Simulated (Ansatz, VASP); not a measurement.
**Ti2O in VASP and in Ansatz**

Contents of POSCAR:

```
Ti2O
1.0
    3.0875672489      0.0000000000      0.0000000000
   -1.5437836245      2.6739116735      0.0000000000
    0.0000000000      0.0000000000      4.4976411981
Ti O
2 1
Direct
    0.6666666667      0.3333333333      0.2707615662
    0.3333333333      0.6666666667      0.7292384338
    0.0000000000      0.0000000000      0.0000000000
```

The input INCAR.step1:

```
SYSTEM = Ti2O
PREC     = Accurate       ! precision mode
ENCUT    = 660            ! plane-wave cutoff, eV
ISMEAR   = 0              ! smearing method
SIGMA    = 0.15           ! smearing width, eV
LREAL    = .False.        ! projectors in reciprocal space
LASPH    = .True.         ! aspherical terms in the spheres
NELM     = 200            ! most SCF steps
LMAXMIX  = 4              ! l up to which the mixer works
LDAU     = .True.         ! DFT+U
LDAUTYPE = 2            
LDAUL    = 2 -1           ! shell
LDAUU    = 4 0            ! U, eV
LDAUJ    = 0 0          
NBANDS   = 22             ! bands
GGA      = PE             ! functional
ALGO     = Normal         ! electronic algorithm
EDIFF    = 1E-5           ! SCF threshold, eV
LWAVE    = .True.         ! write WAVECAR
LCHARG   = .False.        ! write CHGCAR
GGA_COMPAT= .False.
```

INCAR.step2

```
SYSTEM = Ti2O
PREC     = Accurate       ! precision mode
ENCUT    = 660            ! plane-wave cutoff, eV
EDIFF    = 1E-6           ! SCF threshold, eV
ISMEAR   = 0              ! smearing method
SIGMA    = 0.15           ! smearing width, eV
LREAL    = .False.        ! projectors in reciprocal space
LASPH    = .True.         ! aspherical terms in the spheres
NELM     = 200            ! most SCF steps
ALGO     = Normal         ! electronic algorithm
ISIF     = 2              ! what is computed and relaxed
LWAVE    = .False.        ! write WAVECAR
LCHARG   = .False.        ! write CHGCAR
LMAXMIX  = 4              ! l up to which the mixer works
LDAU     = .True.         ! DFT+U
LDAUTYPE = 2            
LDAUL    = 2 -1           ! shell
LDAUU    = 4 0            ! U, eV
LDAUJ    = 0 0          
LDAUPRINT= 1            
METAGGA  = R2SCAN         ! meta-GGA
LMIXTAU  = .True.       
NBANDS   = 22             ! bands
ISTART   = 1            
GGA_COMPAT= .False.
```

KPOINTS

```
regular mesh
0
Gamma
  18 18 10
  0 0 0
```

Input for Ansatz:

```yaml
crystal:
  lattice:
    - [3.0875672489, 0.0, 0.0]
    - [-1.5437836245, 2.6739116735, 0.0]
    - [0.0, 0.0, 4.4976411981]
  atoms:
    - { symbol: Ti, position: [0.6666666667, 0.3333333333, 0.2707615662] }
    - { symbol: Ti, position: [0.3333333333, 0.6666666667, 0.7292384338] }
    - { symbol: O, position: [0.0, 0.0, 0.0] }
basis:
  ecutwfc: 500
kpoints:
  mp_grid: { grid: [18, 18, 10] }
hamiltonian:
  xc: r2scan
  hubbard: { sites: [{ species: Ti, l: d, u_eff: 4.0 }] }
scf:
  occupations: { method: gaussian, width: 0.15 }
output:
  forces: true
  stress: true
  eigenvalues: true
```

Change from the starting cell: strain +0.040 along x and y, -0.080 along z, atoms carried along.

Alike in both runs: task single point; functional r2SCAN; k mesh 18 × 18 × 10; occupations gaussian, width 0.15 eV; no spin polarisation; Hubbard terms Ti d U = 4.0 eV.

```csv
,VASP,Ansatz
version,VASP 6.6.1,Ansatz 0.2.0
potentials or method,"VASP PAW PBE potentials, release 64 (Ti_sv, O), cutoff 660 eV","scalar-relativistic, plane waves, PAW"
valence electrons in the cell,30,30
```

VASP gave:

```
gap on the k mesh at the Fermi level (eV)                     : none
pressure (GPa)                                                : 6.9
traceless stress, the component that is largest in VASP (GPa) : 22.75
rms of the force components (eV/Å)                            : 0.446
```

Q: Estimate Ansatz's values.

A: gap on the k mesh at the Fermi level (eV): none; pressure (GPa): 2.1; traceless stress, the component that is largest in VASP (GPa): 21.55; rms of the force components (eV/Å): 0.465.

VASP's potentials were made for PBE, not for r2SCAN. The programs project onto different local orbitals, so the same U acts differently, and such runs can settle in different states. Atom by atom the forces differ by 0.019 eV/Å (rms over components). A gap of «none» marks a metal or a gap that the smearing closes. Ansatz's warnings: filled band counts differ across k points.
